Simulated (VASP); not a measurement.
# CaS (Fm-3m) in VASP: a series of runs

CaS is run at these levels: PBE; tasks: single point, relaxation of cell and atoms.

All numbers are computed with VASP 6.6.1; they aren't measurements. Logs are shortened: lines on timing, memory, paths and dates and some standing lists are left out, and cuts for length are marked.

## (1) The cell of the first run

The structure is cubic, space group Fm-3m (No. 225). Conventional cell: a = 5.089 Å, b = 5.089 Å, c = 5.089 Å, α = 90.00°, β = 90.00°, γ = 90.00°. Within 3.4 Å of Ca (site symmetry m-3m) lie 6 S at 2.54 Å. S (site symmetry m-3m) has 6 Ca at 2.54 Å within 3.4 Å.

## (2) Single point, PBE

Contents of INCAR:

```
SYSTEM = CaS
ALGO = Normal
EDIFF = 1E-6
ENCUT = 500
GGA = PE
GGA_COMPAT = .FALSE.
ISIF = 2
ISMEAR = 0
LASPH = .TRUE.
LCHARG = .TRUE.
LELF = .TRUE.
LREAL = .FALSE.
LVHAR = .TRUE.
LWAVE = .FALSE.
NBANDS = 15
NELM = 120
PREC = Accurate
SIGMA = 0.01
```

Contents of KPOINTS:

```
k-points
0
G
  8 8 8
  0 0 0
```

Contents of POSCAR:

```
CaS
1.0
    0.0000000000      2.5444332185      2.5444332185
    2.5444332185      0.0000000000      2.5444332185
    2.5444332185      2.5444332185      0.0000000000
Ca S
1 1
Direct
    0.0000000000      0.0000000000      0.0000000000
    0.5000000000      0.5000000000      0.5000000000
```

Potentials or basis: VASP PAW PBE potentials, release 64 (Ca_sv, S).

The run is started by

```console
> cat potpaw_PBE.64/Ca_sv/POTCAR potpaw_PBE.64/S/POTCAR > POTCAR
> mpirun -np 1 vasp_std > vasp.out
```

OUTCAR:

```text
SYSTEM = CaS
   EDIFF = 1E-6
   ENCUT = 500
   GGA = PE
   ISIF = 2
   ISMEAR = 0
   LASPH = .TRUE.
   LREAL = .FALSE.
   NELM = 120
   PREC = Accurate

 ion  position               nearest neighbor table
   1  0.000  0.000  0.000-   2 2.54   2 2.54   2 2.54   2 2.54   2 2.54   2 2.54
   2  0.500  0.500  0.500-   1 2.54   1 2.54   1 2.54   1 2.54   1 2.54   1 2.54

  LATTYP: Found a face centered cubic cell.
 ALAT       =     5.0888664370

  Lattice vectors:

 A1 = (   0.0000000000,   2.5444332185,   2.5444332185)
 A2 = (   2.5444332185,   0.0000000000,   2.5444332185)
 A3 = (   2.5444332185,   2.5444332185,   0.0000000000)

Analysis of symmetry for initial positions (statically):
=====================================================================
 Subroutine PRICEL returns:
 Original cell was already a primitive cell.

 Routine SETGRP: Setting up the symmetry group for a
 face centered cubic supercell.

 Subroutine GETGRP returns: Found 48 space group operations
 (whereof 48 operations were pure point group operations)
 out of a pool of 48 trial point group operations.

The static configuration has the point symmetry O_h .

Analysis of symmetry for dynamics (positions and initial velocities):
=====================================================================
 Subroutine PRICEL returns:
 Original cell was already a primitive cell.

 Routine SETGRP: Setting up the symmetry group for a
 face centered cubic supercell.

 Subroutine GETGRP returns: Found 48 space group operations
 (whereof 48 operations were pure point group operations)
 out of a pool of 48 trial point group operations.

The dynamic configuration has the point symmetry O_h .

 Subroutine INISYM returns: Found 48 space group operations
 (whereof 48 operations are pure point group operations),
 and found     1 'primitive' translations

----------------------------------------------------------------------------------------

                                     Primitive cell

  volume of cell :      32.9460

  direct lattice vectors                    reciprocal lattice vectors
     0.000000000  2.544433219  2.544433219    -0.196507417  0.196507417  0.196507417
     2.544433219  0.000000000  2.544433219     0.196507417 -0.196507417  0.196507417
     2.544433219  2.544433219  0.000000000     0.196507417  0.196507417 -0.196507417

  length of vectors
     3.598371966  3.598371966  3.598371966     0.340360831  0.340360831  0.340360831

  position of ions in fractional coordinates (direct lattice)
     0.000000000  0.000000000  0.000000000
     0.500000000  0.500000000  0.500000000

  ion indices of the primitive-cell ions
   primitive index   ion index
                 1           1
                 2           2

----------------------------------------------------------------------------------------

 KPOINTS: k-points

Automatic generation of k-mesh.
 Grid dimensions read from file:
 generate k-points for:    8    8    8

 Generating k-lattice:

  Cartesian coordinates                     Fractional coordinates (reciprocal lattice)
    -0.024563427  0.024563427  0.024563427     0.125000000  0.000000000  0.000000000
     0.024563427 -0.024563427  0.024563427     0.000000000  0.125000000  0.000000000
     0.024563427  0.024563427 -0.024563427     0.000000000  0.000000000  0.125000000

  Length of vectors
     0.042545104  0.042545104  0.042545104

  Shift w.r.t. Gamma in fractional coordinates (k-lattice)
     0.000000000  0.000000000  0.000000000

 Subroutine IBZKPT returns following result:
 ===========================================

 Found     29 irreducible k-points:

 Following reciprocal coordinates:
            Coordinates               Weight
  0.000000  0.000000  0.000000      1.000000
  0.125000  0.000000  0.000000      8.000000
  0.250000  0.000000  0.000000      8.000000
  0.375000  0.000000  0.000000      8.000000
  0.500000  0.000000  0.000000      4.000000
  0.125000  0.125000  0.000000      6.000000
[... 16 lines left out ...]
  0.500000  0.250000  0.125000     48.000000
 -0.375000  0.250000  0.125000     24.000000
 [... further k-points ...]
   k-points           NKPTS =     29   k-points in BZ     NKDIM =     29   number of bands    NBANDS=     15
   number of dos      NEDOS =    301   number of ions     NIONS =      2
   total plane-waves  NPLWV =  21952
   dimension x,y,z NGX =    28 NGY =   28 NGZ =   28
   dimension x,y,z NGXF=    56 NGYF=   56 NGZF=   56
   ions per type =               1   1
   NGX,Y,Z   is equivalent  to a cutoff of  12.94, 12.94, 12.94 a.u.
   NGXF,Y,Z  is equivalent  to a cutoff of  25.87, 25.87, 25.87 a.u.
 SYSTEM =  CaS
   PREC   = accura    normal or accurate (medium, high low for compatibility)
   ISTART =      0    job   : 0-new  1-cont  2-samecut
   ICHARG =      2    charge: 1-file 2-atom 10-const
   ISPIN  =      1    spin polarized calculation?
   LNONCOLLINEAR =      F non collinear calculations
   LSORBIT =      F    spin-orbit coupling
   LASPH  =      T    aspherical Exc in radial PAW
   ENCUT  =  500.0 eV  36.75 Ry    6.06 a.u.   6.56  6.56  6.56*2*pi/ulx,y,z
   NELM   =    120;   NELMIN=  2; NELMDL= -5     # of ELM steps
   EDIFF  = 0.1E-05   stopping-criterion for ELM
   LREAL  =      F    real-space projection
   EDIFFG = 0.1E-04   stopping-criterion for IOM
   NSW    =      0    number of steps for IOM
   IBRION =     -1    ionic relax: 0-MD 1-quasi-New 2-CG
   NFREE  =      0    steps in history (QN), initial steepest desc. (CG)
   ISIF   =      2    stress and relaxation
   ISYM   =      2    0-nonsym 1-usesym 2-fastsym
   POTIM  = 0.5000    time-step for ionic-motion
   TEBEG  =    0.0;   TEEND  =   0.0 temperature during run
   PSTRESS=    0.0 pullay stress
   NELECT =      16.0000    total number of electrons
   NUPDOWN=      -1.0000    fix difference up-down
   EMIN   =  10.00;   EMAX   =-10.00  energy-range for DOS
   EFERMI =   0.00;   METHOD = LEGACY
   ISMEAR =     0;   SIGMA  =   0.01  broadening in eV -4-tet -1-fermi 0-gaus
   EFERMI_NEDOS =   21; number of points for ismear=-14 and -15
   IALGO  =     38    algorithm
   IMIX   =      4    mixing-type and parameters
     AMIX     =   0.40;   BMIX     =  1.00
     AMIX_MAG =   1.60;   BMIX_MAG =  1.00
  volume/ion in A,a.u.               =      16.47       111.17
  Fermi-wavevector in a.u.,A,eV,Ry     =   1.286808  2.431715 22.529547  1.655875
  Thomas-Fermi vector in A             =   2.418860
   LORBIT       =      0    0 simple, 1 ext, 2 COOP (PROOUT), +10 PAW based schemes
   GGA     = PE    functional components
   LHFCALC =     F    Hartree Fock is set to
   AEXX    =    0.0000 exact exchange contribution
   IVDW    =     0    specifies the selected vdW correction
   LEPSILON=     F    determine dielectric tensor
   LRPA    =     F    only Hartree local field effects (RPA)
 non-spin polarized calculation
 Gauss-broadening in eV      SIGMA  =   0.01
  energy-cutoff  :      500.00
  volume of cell :       32.95
 maximum number of plane-waves:       869
 NGX is ok and might be reduce to    28
   NGX = 13   NGY = 13   NGZ = 13

 number of electron      16.0000001 magnetization

 Free energy of the ion-electron system (eV)
  ---------------------------------------------------
  ext. energy  EPLUGINS =         0.00000000
  ---------------------------------------------------
  free energy    TOTEN  =        -9.06257846 eV

  energy without entropy =       -9.06257846  energy(sigma->0) =       -9.06257846

 E-fermi :   5.7141     XC(G=0): -10.8701

 val. band max:        5.6609013100   @ k =   0.0000   0.0000   0.0000
 cond. band min:       6.8012492340   @ k =   0.5000   0.5000   0.0000
 fundamental gap:      1.1403479241
 Fermi energy:         5.7141330993

 k-point     1 :       0.0000    0.0000    0.0000
  band No.  band energies     occupation
      1     -32.6247      2.00000
      2     -13.6207      2.00000
      3     -13.6207      2.00000
      4     -13.6207      2.00000
      5      -7.0271      2.00000
      6       5.6609      2.00000
      7       5.6609      2.00000
      8       5.6609      2.00000
      9       9.3872      0.00000
     10       9.3872      0.00000
     11       9.3872      0.00000
     12      10.3245      0.00000
     13      10.3245      0.00000
     14      12.3324      0.00000
     15      17.1081      0.00000

 k-point     2 :       0.1250    0.0000    0.0000
  band No.  band energies     occupation
      1     -32.6153      2.00000
      2     -13.7409      2.00000
      3     -13.6268      2.00000
      4     -13.6268      2.00000
      5      -6.7710      2.00000
      6       4.7400      2.00000
      7       5.1911      2.00000
      8       5.1911      2.00000
      9       9.5870      0.00000
     10       9.7405      0.00000
     11       9.7405      0.00000
     12      11.0692      0.00000
     13      11.0692      0.00000
     14      13.1183      0.00000
     15      17.7626      0.00000

 k-point     3 :       0.2500    0.0000    0.0000
  band No.  band energies     occupation
      1     -32.5925      2.00000
      2     -14.0085      2.00000
      3     -13.6416      2.00000
      4     -13.6416      2.00000
      5      -6.1326      2.00000
      6       3.0875      2.00000
      7       4.3812      2.00000
      8       4.3812      2.00000
      9       9.9425      0.00000
     10      10.6268      0.00000
     11      10.6268      0.00000
     12      12.7847      0.00000
     13      12.7847      0.00000
     14      14.4238      0.00000
     15      18.1346      0.00000
[... 343 lines left out ...]
 k-point    23 :       0.5000    0.2500    0.1250
  band No.  band energies     occupation
      1     -32.5577      2.00000
      2     -14.1563      2.00000
      3     -13.7999      2.00000
      4     -13.6980      2.00000
      5      -5.5296      2.00000
      6       2.0597      2.00000
      7       3.6190      2.00000
      8       3.8769      2.00000
      9       9.8209      0.00000
     10      12.3676      0.00000
     11      12.7418      0.00000
     12      12.9341      0.00000
     13      14.0144      0.00000
     14      16.1988      0.00000
     15      16.5940      0.00000

 k-point    24 :      -0.3750    0.2500    0.1250
  band No.  band energies     occupation
      1     -32.5502      2.00000
      2     -14.2040      2.00000
      3     -13.8115      2.00000
      4     -13.7166      2.00000
      5      -5.3717      2.00000
      6       1.8838      2.00000
      7       3.3849      2.00000
      8       3.7077      2.00000
      9      10.8969      0.00000
     10      11.3301      0.00000
     11      13.1625      0.00000
     12      13.9417      0.00000
     13      14.1600      0.00000
     14      15.1656      0.00000
     15      17.4646      0.00000

 [... further k-points ...]

------------------------ aborting loop because EDIFF is reached ----------------------------------------

  FORCE on cell =-STRESS in cart. coord.  units (eV):
  Direction    XX          YY          ZZ          XY          YZ          ZX
  --------------------------------------------------------------------------------------
  -------------------------------------------------------------------------------------
  Total        8.3399498      8.3399498      8.3399498      0.0000000      0.0000000      0.0000000
  in kB      405.5746992    405.5746992    405.5746992      0.0000000      0.0000000      0.0000000
  external PRESSURE =     405.5746992 kB  Pullay stress =       0.0000000 kB

 VOLUME and BASIS-vectors are now :
 -----------------------------------------------------------------------------
  energy-cutoff  :      500.00
  volume of cell :       32.95
      direct lattice vectors                 reciprocal lattice vectors
     0.000000000  2.544433219  2.544433219    -0.196507417  0.196507417  0.196507417
     2.544433219  0.000000000  2.544433219     0.196507417 -0.196507417  0.196507417
     2.544433219  2.544433219  0.000000000     0.196507417  0.196507417 -0.196507417

 POSITION                                       TOTAL-FORCE (eV/Angst)
 -----------------------------------------------------------------------------------
      0.00000      0.00000      0.00000         0.000000     -0.000000      0.000000
      2.54443      2.54443      2.54443        -0.000000      0.000000     -0.000000
 -----------------------------------------------------------------------------------
    total drift:                                0.000000      0.000000      0.000000

  FREE ENERGIE OF THE ION-ELECTRON SYSTEM (eV)
  ---------------------------------------------------
  free  energy   TOTEN  =        -9.0625784558 eV

  energy  without entropy=       -9.0625784558  energy(sigma->0) =       -9.06257846
```

Wall time 18 s (1 thread of Intel Xeon Platinum 8259CL at 2.50GHz (Skylake/Cascade Lake), shared host); peak memory 0.16 GiB.

What came out:

```
Free energy            : -9.0626 eV
Pressure               : 40.6 GPa
Band gap on the k mesh : 1.14 eV (least direct gap 2.14 eV)
```

Caveat: the cell stands under pressure.

## (3) Single point, PBE

This run uses another cell than the first one, of 23.30 Å³/atom.

Contents of INCAR:

```
SYSTEM = CaS
  ALGO = Normal
  EDIFF = 1E-6
  ENCUT = 500
  GGA = PE
  GGA_COMPAT = .FALSE.
  ISIF = 2
  ISMEAR = 0
  LASPH = .TRUE.
  LCHARG = .FALSE.
  LREAL = .FALSE.
  LWAVE = .FALSE.
  NBANDS = 15
  NELM = 120
  PREC = Accurate
  SIGMA = 0.01
```

KPOINTS is that of step 2.

Contents of POSCAR:

```
CaS
1.0
    0.0000000000      2.8560320324      2.8560320324
    2.8560320324      0.0000000000      2.8560320324
    2.8560320324      2.8560320324      0.0000000000
Ca S
1 1
Direct
    0.0000000000      0.0000000000      0.0000000000
    0.5000000000      0.5000000000      0.5000000000
```

Potentials or basis: VASP PAW PBE potentials, release 64 (Ca_sv, S).

The run is started by

```console
> cat potpaw_PBE.64/Ca_sv/POTCAR potpaw_PBE.64/S/POTCAR > POTCAR
> mpirun -np 1 vasp_std > vasp.out
```

It took 31 s on 1 thread of Intel Xeon Platinum 8259CL at 2.50GHz (Skylake/Cascade Lake), shared host; peak memory 0.17 GiB.

It converged, with:

* Free energy: -10.3649 eV
* Pressure: 0.1 GPa
* Band gap on the k mesh: 2.38 eV (least direct gap 3.18 eV)

Levels at points of the mesh, in eV from the valence-band top:
| k point | band 6 | band 7 | band 8 | band 9 | band 10 | band 11 |
| --- | --- | --- | --- | --- | --- | --- |
| (0.00, 0.00, 0.00) | 0.00 | 0.00 | 0.00 | 4.09 | 4.17 | 4.17 |
| (0.50, 0.00, 0.00) | -3.06 | -1.14 | -1.14 | 5.20 | 6.03 | 6.17 |
| (0.50, 0.50, 0.00) | -2.26 | -0.80 | -0.80 | 2.38 | 5.59 | 5.97 |

A k mesh can miss the band edges.

[end of part 1 of 2]
